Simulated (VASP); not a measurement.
A run of VASP 6.6.1 is set up as follows.

The input POSCAR:

```
V2I
1.0
    4.0914215651      0.0000000000      0.0000000000
   -2.0457107826      3.5432750130      0.0000000000
    0.0000000000      0.0000000000      4.4176478693
V I
2 1
Direct
    0.3333333333      0.6666666667      0.5000000000
    0.6666666667      0.3333333333      0.5000000000
    0.0000000000      0.0000000000      0.0000000000
```

Contents of INCAR.step1:

```
SYSTEM = V2I
PREC = Accurate
ENCUT = 520
ISMEAR = 0
SIGMA = 0.1
LREAL = .False.
LASPH = .True.
NELM = 150
ISPIN = 2
MAGMOM = 2 2 0
LMAXMIX = 4
NBANDS = 28
GGA = PE
ALGO = Normal
EDIFF = 1E-4
LWAVE = .True.
LCHARG = .False.
```

Contents of INCAR.step2:

```
SYSTEM = V2I
PREC = Accurate
ENCUT = 520
EDIFF = 1E-6
ISMEAR = 0
SIGMA = 0.1
LREAL = .False.
LASPH = .True.
NELM = 150
ALGO = Normal
ISIF = 2
LWAVE = .False.
LCHARG = .True.
ISPIN = 2
MAGMOM = 2 2 0
LORBIT = 11
LMAXMIX = 4
METAGGA = R2SCAN
LMIXTAU = .True.
LELF = .True.
LVHAR = .True.
NBANDS = 28
ISTART = 1
```

The input KPOINTS:

```
regular mesh
0
Gamma
  6 6 4
  0 0 0
```

Potentials or basis: VASP PAW PBE potentials, release 64 (V_sv, I).

The run is started by

```bash
$ cat potpaw_PBE.64/V_sv/POTCAR potpaw_PBE.64/I/POTCAR > POTCAR
$ cp INCAR.step1 INCAR
$ mpirun -np 1 vasp_std > vasp.out
$ cp INCAR.step2 INCAR
$ mpirun -np 1 vasp_std > vasp.out
```

Question: What does it give for the net moment?

Answer: 0.00 μB per cell.

Question: What does it give for the pressure?

Answer: -6.0 GPa.

Stress tensor (GPa, compression positive):
```
-5.75  0.00  0.00
 0.00 -5.75  0.00
 0.00  0.00 -6.62
```

Caveat: the cell stands under tension; the PAW data sets were made with another functional, which shifts forces and pressure a little.
